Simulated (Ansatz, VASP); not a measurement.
One calculation of AgI, two programs

```xyz
2
Lattice="0.0000 2.5606 2.5606 2.5606 0.0000 2.5606 2.5606 2.5606 0.0000" Properties=species:S:1:pos:R:3 pbc="T T T"
Ag    0.0000    0.0000    0.0000
I     1.2803    1.2803    1.2803
```

Change from the starting cell: volume scaled by 0.5, PAW files.

Alike in both runs: task single point; functional PBEsol; k mesh 12 × 12 × 12; occupations fermi-dirac, width 0.05 eV; no spin polarisation.

|  | VASP | Ansatz |
| --- | --- | --- |
| version | VASP 6.6.1 | Ansatz 0.2.0 |
| potentials or method | VASP PAW PBE potentials, release 64 (Ag, I) | PAW with Ansatz's default frozen-core files, scalar-relativistic |
| plane-wave cutoff (eV) | 500 | 420 |
| valence electrons in the cell | 18 | 36 |

|  | VASP | Ansatz | Ansatz less VASP |
| --- | --- | --- | --- |
| pressure (GPa) | 146.8 | 148.1 | +1.29 |

VASP's potentials were made for PBE, not for PBEsol. Both programs put the cell under a high pressure, so it lies far from rest at this level. With one functional, cell and mesh, what is left measures potentials, basis and numerics. VASP's potentials hold 18 valence electrons a cell and Ansatz's 36, so a difference there can come from the potentials and not from the codes.

Neither program's run includes spin-orbit coupling. Noted on VASP's run: the cell as given lies far from equilibrium.
